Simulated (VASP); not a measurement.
Wanted: the native input for a VASP 6.6.1 run.

```yaml
Task: single point
Functional: PBEsol
Potentials_or_basis: VASP PAW PBE potentials, release 64 (Ti_sv, Al)
Cutoff: 520 eV
k_mesh: 6 × 6 × 6
Occupations: fermi-dirac, width 0.05 eV
Spin: no spin polarisation
Dipole_correction: no
Further_INCAR_settings: ALGO = Normal; EDIFF = 1e-06; NBANDS = 28
```

The structure of Ti3Al lies in POSCAR:

```
Ti3Al
1.0
    0.0000000000      3.2100905411      3.2100905411
    3.2100905411      0.0000000000      3.2100905411
    3.2100905411      3.2100905411      0.0000000000
Ti Al
3 1
Direct
    0.7500000000      0.7500000000      0.7500000000
    0.2500000000      0.2500000000      0.2500000000
    0.0000000000      0.0000000000      0.0000000000
    0.5000000000      0.5000000000      0.5000000000
```

One way to write it, as run:

INCAR

```
ALGO     = Normal         # electronic algorithm
EDIFF    = 1E-6           # SCF threshold, eV
ENCUT    = 520            # plane-wave cutoff, eV
GGA      = PS             # functional
ISIF     = 2              # what is computed and relaxed
ISMEAR   = -1             # smearing method
LASPH    = T              # aspherical terms in the spheres
LCHARG   = F              # write CHGCAR
LREAL    = F              # projectors in reciprocal space
LWAVE    = F              # write WAVECAR
NBANDS   = 28             # bands
NELM     = 80             # most SCF steps
PREC     = Accurate       # precision mode
SIGMA    = 0.05           # smearing width, eV
```

KPOINTS

```
k-points
0
Gamma
  6 6 6
```

Potentials or basis: VASP PAW PBE potentials, release 64 (Ti_sv, Al).

Run with:

```console
$ cat potpaw_PBE.64/Ti_sv/POTCAR potpaw_PBE.64/Al/POTCAR > POTCAR
$ mpirun -np 1 vasp_std > vasp.out
```

It gave:

```yaml
Pressure: -2.8 GPa
```

Caveat: the PAW data sets were made with another functional, which shifts forces and pressure a little.

Wall time 19 s on 1 thread of Intel(R) Xeon(R) 6975P-C (Granite Rapids), on a shared host, peak memory 0.2 GiB.
